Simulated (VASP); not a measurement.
# Sb (P4/mmm) in VASP: single point with PBEsol

Aim: the single point of Sb with PBEsol.

All numbers are computed with VASP 6.6.1; they aren't measurements. Logs are shortened: lines on timing, memory, paths and dates and some standing lists are left out, and cuts for length are marked.

## Step 1: The cell of the first run

Symmetry: P4/mmm, No. 123, tetragonal system. Conventional cell: a = 4.777 Å, b = 4.777 Å, c = 5.359 Å, α = 90.00°, β = 90.00°, γ = 90.00°.

## Step 2: Single point, PBEsol (P replaced by Sb, lengths x 1.179, strained)

File INCAR:

```
SYSTEM = Sb
PREC     = Accurate       ! precision mode
ENCUT    = 520            ! plane-wave cutoff, eV
EDIFF    = 1E-7           ! SCF threshold, eV
ISMEAR   = 0              ! smearing method
SIGMA    = 0.1            ! smearing width, eV
LREAL    = .FALSE.        ! projectors in reciprocal space
LASPH    = .TRUE.         ! aspherical terms in the spheres
NELM     = 80             ! most SCF steps
ALGO     = Normal         ! electronic algorithm
ISIF     = 2              ! what is computed and relaxed
LWAVE    = .FALSE.        ! write WAVECAR
LCHARG   = .TRUE.         ! write CHGCAR
GGA      = PS             ! functional
LELF     = .TRUE.         ! ELF
LVHAR    = .TRUE.       
NBANDS   = 8              ! bands
```

File KPOINTS:

```
Automatic mesh
0
G
  10 10 8
  0 0 0
```

File POSCAR:

```
Sb
1.0
    4.7772180872      0.0000000000      0.0000000000
    0.0000000000      4.7772180872      0.0000000000
    0.0000000000      0.0000000000      5.3594398276
Sb
1
Direct
    0.0000000000      0.0000000000      0.0000000000
```

Potentials or basis: VASP PAW PBE potentials, release 64 (Sb).

Started as:

```sh
> cat potpaw_PBE.64/Sb/POTCAR > POTCAR
> mpirun -np 1 vasp_std > vasp.out
```

OUTCAR:

```text
SYSTEM = Sb
   PREC = Accurate
   ENCUT = 520
   EDIFF = 1E-7
   ISMEAR = 0
   LREAL = .FALSE.
   LASPH = .TRUE.
   NELM = 80
   ISIF = 2
   GGA = PS

 ion  position               nearest neighbor table
   1  0.000  0.000  0.000-

  LATTYP: Found a simple tetragonal cell.
 ALAT       =     4.7772180872
 C/A-ratio  =     1.1218746412

  Lattice vectors:

 A1 = (   4.7772180872,   0.0000000000,   0.0000000000)
 A2 = (   0.0000000000,   4.7772180872,   0.0000000000)
 A3 = (   0.0000000000,   0.0000000000,   5.3594398276)

Analysis of symmetry for initial positions (statically):
=====================================================================
 Subroutine PRICEL returns:
 Original cell was already a primitive cell.

 Routine SETGRP: Setting up the symmetry group for a
 simple tetragonal supercell.

 Subroutine GETGRP returns: Found 16 space group operations
 (whereof 16 operations were pure point group operations)
 out of a pool of 16 trial point group operations.

The static configuration has the point symmetry D_4h.

Analysis of symmetry for dynamics (positions and initial velocities):
=====================================================================
 Subroutine PRICEL returns:
 Original cell was already a primitive cell.

 Routine SETGRP: Setting up the symmetry group for a
 simple tetragonal supercell.

 Subroutine GETGRP returns: Found 16 space group operations
 (whereof 16 operations were pure point group operations)
 out of a pool of 16 trial point group operations.

The dynamic configuration has the point symmetry D_4h.

 Subroutine INISYM returns: Found 16 space group operations
 (whereof 16 operations are pure point group operations),
 and found     1 'primitive' translations

----------------------------------------------------------------------------------------

                                     Primitive cell

  volume of cell :     122.3121

  direct lattice vectors                    reciprocal lattice vectors
     4.777218087  0.000000000  0.000000000     0.209326847  0.000000000  0.000000000
     0.000000000  4.777218087  0.000000000     0.000000000  0.209326847  0.000000000
     0.000000000  0.000000000  5.359439828     0.000000000  0.000000000  0.186586664

  length of vectors
     4.777218087  4.777218087  5.359439828     0.209326847  0.209326847  0.186586664

  position of ions in fractional coordinates (direct lattice)
     0.000000000  0.000000000  0.000000000

  ion indices of the primitive-cell ions
   primitive index   ion index
                 1           1

[... 76 lines left out ...]
   NFREE  =      0    steps in history (QN), initial steepest desc. (CG)
   ISIF   =      2    stress and relaxation
   ISYM   =      2    0-nonsym 1-usesym 2-fastsym
   POTIM  = 0.5000    time-step for ionic-motion
   TEBEG  =    0.0;   TEEND  =   0.0 temperature during run
   PSTRESS=    0.0 pullay stress
   NELECT =       5.0000    total number of electrons
   NUPDOWN=      -1.0000    fix difference up-down
   EMIN   =  10.00;   EMAX   =-10.00  energy-range for DOS
   EFERMI =   0.00;   METHOD = LEGACY
   ISMEAR =     0;   SIGMA  =   0.10  broadening in eV -4-tet -1-fermi 0-gaus
   EFERMI_NEDOS =   21; number of points for ismear=-14 and -15
   IALGO  =     38    algorithm
   IMIX   =      4    mixing-type and parameters
     AMIX     =   0.40;   BMIX     =  1.00
     AMIX_MAG =   1.60;   BMIX_MAG =  1.00
  volume/ion in A,a.u.               =     122.31       825.40
  Fermi-wavevector in a.u.,A,eV,Ry     =   0.563951  1.065714  4.327212  0.318041
  Thomas-Fermi vector in A             =   1.601307
   LORBIT       =      0    0 simple, 1 ext, 2 COOP (PROOUT), +10 PAW based schemes
   GGA     = PS    functional components
   LHFCALC =     F    Hartree Fock is set to
   AEXX    =    0.0000 exact exchange contribution
   IVDW    =     0    specifies the selected vdW correction
   LEPSILON=     F    determine dielectric tensor
   LRPA    =     F    only Hartree local field effects (RPA)
 non-spin polarized calculation
 Gauss-broadening in eV      SIGMA  =   0.10
  energy-cutoff  :      520.00
  volume of cell :      122.31
 maximum number of plane-waves:      3368
 NGX is ok and might be reduce to    36
   NGX = 17   NGY = 17   NGZ = 19

 number of electron       5.0000001 magnetization

 Free energy of the ion-electron system (eV)
  ---------------------------------------------------
  ext. energy  EPLUGINS =         0.00000000
  ---------------------------------------------------
  free energy    TOTEN  =        -1.09681797 eV

  energy without entropy =       -1.07816946  energy(sigma->0) =       -1.08749371

 E-fermi :  -2.2236     XC(G=0):  -4.7010

 val. band max:       -2.2253309034   @ k =   0.4000   0.1000   0.2500
 cond. band min:      -2.2224328035   @ k =   0.5000   0.4000   0.3750
 fundamental gap:      0.0028981000
 Fermi energy:        -2.2236279470

 k-point     1 :       0.0000    0.0000    0.0000
  band No.  band energies     occupation
      1     -10.4759      2.00000
      2      -2.0431      0.01068
      3      -1.5921      0.00000
      4      -1.5921      0.00000
      5       1.4443      0.00000
      6       3.6039      0.00000
      7       3.9036      0.00000
      8       7.3487      0.00000
[... 243 lines left out ...]
 k-point    24 :       0.2000    0.0000    0.1250
  band No.  band energies     occupation
      1     -10.4227      2.00000
      2      -2.1957      0.69264
      3      -2.1008      0.08243
      4      -1.5286      0.00000
      5       2.1284      0.00000
      6       3.9591      0.00000
      7       4.5668      0.00000
      8       5.5827      0.00000

 [... further k-points ...]

------------------------ aborting loop because EDIFF is reached ----------------------------------------

  FORCE on cell =-STRESS in cart. coord.  units (eV):
  Direction    XX          YY          ZZ          XY          YZ          ZX
  --------------------------------------------------------------------------------------
  -------------------------------------------------------------------------------------
  Total       -2.1683499     -2.1683499     -1.2060643      0.0000000      0.0000000      0.0000000
  in kB      -28.4034059    -28.4034059    -15.7983420      0.0000000      0.0000000      0.0000000
  external PRESSURE =     -24.2017180 kB  Pullay stress =       0.0000000 kB

 VOLUME and BASIS-vectors are now :
 -----------------------------------------------------------------------------
  energy-cutoff  :      520.00
  volume of cell :      122.31
      direct lattice vectors                 reciprocal lattice vectors
     4.777218087  0.000000000  0.000000000     0.209326847  0.000000000  0.000000000
     0.000000000  4.777218087  0.000000000     0.000000000  0.209326847  0.000000000
     0.000000000  0.000000000  5.359439828     0.000000000  0.000000000  0.186586664

 POSITION                                       TOTAL-FORCE (eV/Angst)
 -----------------------------------------------------------------------------------
      0.00000      0.00000      0.00000         0.000000      0.000000      0.000000
 -----------------------------------------------------------------------------------
    total drift:                                0.000000      0.000000     -0.000000

  FREE ENERGIE OF THE ION-ELECTRON SYSTEM (eV)
  ---------------------------------------------------
  free  energy   TOTEN  =        -1.0968179691 eV

  energy  without entropy=       -1.0781694585  energy(sigma->0) =       -1.08749371
```

OSZICAR:

```text
N       E                     dE             d eps       ncg     rms          rms(c)
DAV:   1     0.814855634551E+01    0.81486E+01   -0.10990E+03  1680   0.329E+02
DAV:   2    -0.685668173256E+00   -0.88342E+01   -0.87340E+01  2160   0.414E+01
DAV:   3    -0.109685547337E+01   -0.41119E+00   -0.40324E+00  2072   0.968E+00
DAV:   4    -0.110142616407E+01   -0.45707E-02   -0.45655E-02  2584   0.125E+00
DAV:   5    -0.110144635358E+01   -0.20190E-04   -0.20189E-04  2288   0.695E-02    0.426E-01
DAV:   6    -0.109653497797E+01    0.49114E-02   -0.10890E-02  1896   0.394E-01    0.250E-01
DAV:   7    -0.109591595210E+01    0.61903E-03   -0.19385E-02  1984   0.535E-01    0.959E-02
DAV:   8    -0.109662560701E+01   -0.70965E-03   -0.66398E-04  1992   0.117E-01    0.284E-02
DAV:   9    -0.109676102659E+01   -0.13542E-03   -0.11104E-04  1872   0.514E-02    0.714E-03
DAV:  10    -0.109679698303E+01   -0.35956E-04   -0.27297E-05  1784   0.201E-02    0.372E-03
DAV:  11    -0.109681736630E+01   -0.20383E-04   -0.40009E-05  1704   0.249E-02    0.911E-04
DAV:  12    -0.109681790748E+01   -0.54118E-06   -0.80465E-07  2176   0.479E-03    0.622E-04
DAV:  13    -0.109681796915E+01   -0.61665E-07   -0.13251E-07  1832   0.187E-03
   1 F= -.10968180E+01 E0= -.10874937E+01  d E =-.186485E-01
```

stdout:

```text
POSCAR found type information on POSCAR Sb
 POSCAR found :  1 types and       1 ions
 scaLAPACK will be used
 -----------------------------------------------------------------------------
|                                                                             |
|                                                                             |
|     You enforced a specific xc type in the INCAR file but a different       |
|     I HOPE YOU KNOW WHAT YOU ARE DOING!                                     |
|                                                                             |
 -----------------------------------------------------------------------------

 LDA part: xc-table for (Slater+PW92), standard interpolation
 POSCAR, INCAR and KPOINTS ok, starting setup
 FFT: planning ... GRIDC
 FFT: planning ... GRID_SOFT
 FFT: planning ... GRID
 WAVECAR not read
 entering main loop
```

It took 24 s on 1 thread of Intel Xeon 6975P-C (Granite Rapids), shared host; peak memory 0.28 GiB.

What came out:

```
Free energy : -1.0968 eV
Pressure    : -2.4 GPa
```

Caveat: the cell differs from its parent crystal (P replaced by Sb, lengths x 1.179, strained); the PAW data sets were made with another functional, which shifts forces and pressure a little; spin-orbit coupling is left out, which moves the levels of the heavy elements.
